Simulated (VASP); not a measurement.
# Sn (I4_1/amd) in VASP: single point with PBE

Aim: the single point of Sn with PBE.

Program: VASP 6.6.1. These are calculated values, not measurements. Logs are shortened: lines on timing, memory, paths and dates and some standing lists are left out, and cuts for length are marked.

## (1) The cell of the first run

Symmetry: I4_1/amd, No. 141, tetragonal system. Conventional cell: a = 5.743 Å, b = 5.743 Å, c = 3.445 Å, α = 90.00°, β = 90.00°, γ = 90.00°. Within 3.9 Å of Sn (site symmetry -4m2) lie 10 Sn at 3.00 to 3.86 Å.

## (2) Single point, PBE

The input, INCAR:

```
ALGO = Fast
EDIFF = 1E-7
ENCUT = 520
GGA = PE
ISIF = 2
ISMEAR = 0
LASPH = T
LCHARG = F
LREAL = F
LWAVE = F
NBANDS = 21
NELM = 80
PREC = Accurate
SIGMA = 0.15
```

The input, KPOINTS:

```
k-points
0
Gamma
  24 24 24
```

The input, POSCAR:

```
Sn
1.0
   -2.8716200278      2.8716200278      1.7223829413
    2.8716200278     -2.8716200278      1.7223829413
    2.8716200278      2.8716200278     -1.7223829413
Sn
2
Direct
    0.7500000000      0.2500000000      0.5000000000
    0.0000000000      0.0000000000      0.0000000000
```

Potentials or basis: VASP PAW PBE potentials, release 64 (Sn_d).

The run is started by

```console
$ cat potpaw_PBE.64/Sn_d/POTCAR > POTCAR
$ mpirun -np 1 vasp_std > vasp.out
```

OUTCAR:

```text
EDIFF = 1E-7
   ENCUT = 520
   GGA = PE
   ISIF = 2
   ISMEAR = 0
   LASPH = T
   LREAL = F
   NELM = 80
   PREC = Accurate

 ion  position               nearest neighbor table
   1  0.750  0.250  0.500-   2 3.00   2 3.00   2 3.00   2 3.00
   2  0.000  0.000  0.000-   1 3.00   1 3.00   1 3.00   1 3.00

  LATTYP: Found a body centered tetragonal cell.
 ALAT       =     5.7432400556
 C/A-ratio  =     0.5997948630

  Lattice vectors:

 A1 = (  -2.8716200278,   2.8716200278,   1.7223829413)
 A2 = (   2.8716200278,  -2.8716200278,   1.7223829413)
 A3 = (   2.8716200278,   2.8716200278,  -1.7223829413)

Analysis of symmetry for initial positions (statically):
=====================================================================
 Subroutine PRICEL returns:
 Original cell was already a primitive cell.

 Routine SETGRP: Setting up the symmetry group for a
 body centered tetragonal supercell.

 Subroutine GETGRP returns: Found 16 space group operations
 (whereof  8 operations were pure point group operations)
 out of a pool of 16 trial point group operations.

The static configuration has the point symmetry D_2d.
 The point group associated with its full space group is D_4h.

Analysis of symmetry for dynamics (positions and initial velocities):
=====================================================================
 Subroutine PRICEL returns:
 Original cell was already a primitive cell.

 Routine SETGRP: Setting up the symmetry group for a
 body centered tetragonal supercell.

 Subroutine GETGRP returns: Found 16 space group operations
 (whereof  8 operations were pure point group operations)
 out of a pool of 16 trial point group operations.

The dynamic configuration has the point symmetry D_2d.
 The point group associated with its full space group is D_4h.

 Subroutine INISYM returns: Found 16 space group operations
 (whereof  8 operations are pure point group operations),
 and found     1 'primitive' translations

----------------------------------------------------------------------------------------

                                     Primitive cell

  volume of cell :      56.8125

  direct lattice vectors                    reciprocal lattice vectors
    -2.871620028  2.871620028  1.722382941     0.000000000  0.174117744  0.290295490
     2.871620028 -2.871620028  1.722382941     0.174117744  0.000000000  0.290295490
     2.871620028  2.871620028 -1.722382941     0.174117744  0.174117744  0.000000000

  length of vectors
[... 81 lines left out ...]
   NELM   =     80;   NELMIN=  2; NELMDL= -5     # of ELM steps
   EDIFF  = 0.1E-06   stopping-criterion for ELM
   LREAL  =      F    real-space projection
   EDIFFG = 0.1E-05   stopping-criterion for IOM
   NSW    =      0    number of steps for IOM
   IBRION =     -1    ionic relax: 0-MD 1-quasi-New 2-CG
   NFREE  =      0    steps in history (QN), initial steepest desc. (CG)
   ISIF   =      2    stress and relaxation
   ISYM   =      2    0-nonsym 1-usesym 2-fastsym
   POTIM  = 0.5000    time-step for ionic-motion
   TEBEG  =    0.0;   TEEND  =   0.0 temperature during run
   PSTRESS=    0.0 pullay stress
   NELECT =      28.0000    total number of electrons
   NUPDOWN=      -1.0000    fix difference up-down
   EMIN   =  10.00;   EMAX   =-10.00  energy-range for DOS
   EFERMI =   0.00;   METHOD = LEGACY
   ISMEAR =     0;   SIGMA  =   0.15  broadening in eV -4-tet -1-fermi 0-gaus
   EFERMI_NEDOS =   21; number of points for ismear=-14 and -15
   IALGO  =     68    algorithm
   IMIX   =      4    mixing-type and parameters
     AMIX     =   0.40;   BMIX     =  1.00
     AMIX_MAG =   1.60;   BMIX_MAG =  1.00
  volume/ion in A,a.u.               =      28.41       191.69
  Fermi-wavevector in a.u.,A,eV,Ry     =   1.293142  2.443684 22.751891  1.672217
  Thomas-Fermi vector in A             =   2.424806
   LORBIT       =      0    0 simple, 1 ext, 2 COOP (PROOUT), +10 PAW based schemes
   GGA     = PE    functional components
   LHFCALC =     F    Hartree Fock is set to
   AEXX    =    0.0000 exact exchange contribution
   IVDW    =     0    specifies the selected vdW correction
   LEPSILON=     F    determine dielectric tensor
   LRPA    =     F    only Hartree local field effects (RPA)
 non-spin polarized calculation
 RMM-DIIS sequential band-by-band and
 Gauss-broadening in eV      SIGMA  =   0.15
  energy-cutoff  :      520.00
  volume of cell :       56.81
 maximum number of plane-waves:      1552
 NGX is ok and might be reduce to    36
   NGX = 17   NGY = 17   NGZ = 17

 number of electron      28.0000010 magnetization

 Free energy of the ion-electron system (eV)
  ---------------------------------------------------
  ext. energy  EPLUGINS =         0.00000000
  ---------------------------------------------------
  free energy    TOTEN  =        -7.55887703 eV

  energy without entropy =       -7.54809323  energy(sigma->0) =       -7.55348513

 E-fermi :   7.4293     XC(G=0): -10.0848

 val. band max:        7.4268237521   @ k =  -0.2917   0.0417  -0.0000
 cond. band min:       7.4296770644   @ k =  -0.2083   0.3750   0.1250
 fundamental gap:      0.0028533123
 Fermi energy:         7.4292657414

 k-point     1 :       0.0000    0.0000    0.0000
  band No.  band energies     occupation
      1     -14.2147      2.00000
      2     -14.0861      2.00000
      3     -14.0625      2.00000
      4     -14.0117      2.00000
      5     -13.9596      2.00000
      6     -13.9596      2.00000
[... 565 lines left out ...]
     20      17.0455      0.00000
     21      17.5797      0.00000

 [... further k-points ...]

------------------------ aborting loop because EDIFF is reached ----------------------------------------

  FORCE on cell =-STRESS in cart. coord.  units (eV):
  Direction    XX          YY          ZZ          XY          YZ          ZX
  --------------------------------------------------------------------------------------
  -------------------------------------------------------------------------------------
  Total        0.7602460      0.7602460     -0.7572662      0.0000000      0.0000000      0.0000000
  in kB       21.4398173     21.4398173    -21.3557838      0.0000000      0.0000000      0.0000000
  external PRESSURE =       7.1746169 kB  Pullay stress =       0.0000000 kB

 VOLUME and BASIS-vectors are now :
 -----------------------------------------------------------------------------
  energy-cutoff  :      520.00
  volume of cell :       56.81
      direct lattice vectors                 reciprocal lattice vectors
    -2.871620028  2.871620028  1.722382941     0.000000000  0.174117744  0.290295490
     2.871620028 -2.871620028  1.722382941     0.174117744  0.000000000  0.290295490
     2.871620028  2.871620028 -1.722382941     0.174117744  0.174117744  0.000000000

 POSITION                                       TOTAL-FORCE (eV/Angst)
 -----------------------------------------------------------------------------------
      0.00000      2.87162      0.86119         0.000000      0.000000     -0.000000
      0.00000      0.00000      0.00000        -0.000000     -0.000000      0.000000
 -----------------------------------------------------------------------------------
    total drift:                               -0.000000      0.000000     -0.000000

  FREE ENERGIE OF THE ION-ELECTRON SYSTEM (eV)
  ---------------------------------------------------
  free  energy   TOTEN  =        -7.5588770255 eV

  energy  without entropy=       -7.5480932310  energy(sigma->0) =       -7.55348513
```

stdout:

```text
POSCAR found type information on POSCAR Sn
[... 54 lines left out ...]
 num prob  num prob  num prob  num prob  num prob  num prob  num prob  num prob  num prob  num prob  num prob  num prob  num prob  num prob  num prob  num prob  num prob  num prob  num prob  num prob  num prob  num prob  num prob  num prob  num prob  num prob  num prob  num prob  num prob  num prob  num prob  num prob  num prob  num prob  num prob  num prob  num prob  num prob  num prob  num prob  num prob  num prob  num prob  num prob  num prob  num prob  num prob  num prob  num prob  num prob  num prob  num prob  num prob  num prob  num prob  num prob  num prob  num prob  num prob  num prob  num prob  num prob  num prob  num prob  num prob  num prob  num prob  num prob  num prob  num prob  num prob  num prob  num prob  num prob  num prob RMM:  14    -0.755887702552E+01    0.33036E-07   -0.14882E-07 31735   0.427E-03
```

Run time: 11 min. Hardware: 1 thread of Intel Xeon 6975P-C (Granite Rapids), shared host; peak memory 0.99 GiB.

What came out:

* Free energy: -7.5589 eV
* Pressure: 0.7 GPa
* Band gap on the k mesh: zero (bands 14 and 15 overlap by 4.80 eV)

Caveat: spin-orbit coupling is left out, which moves the levels of the heavy elements.
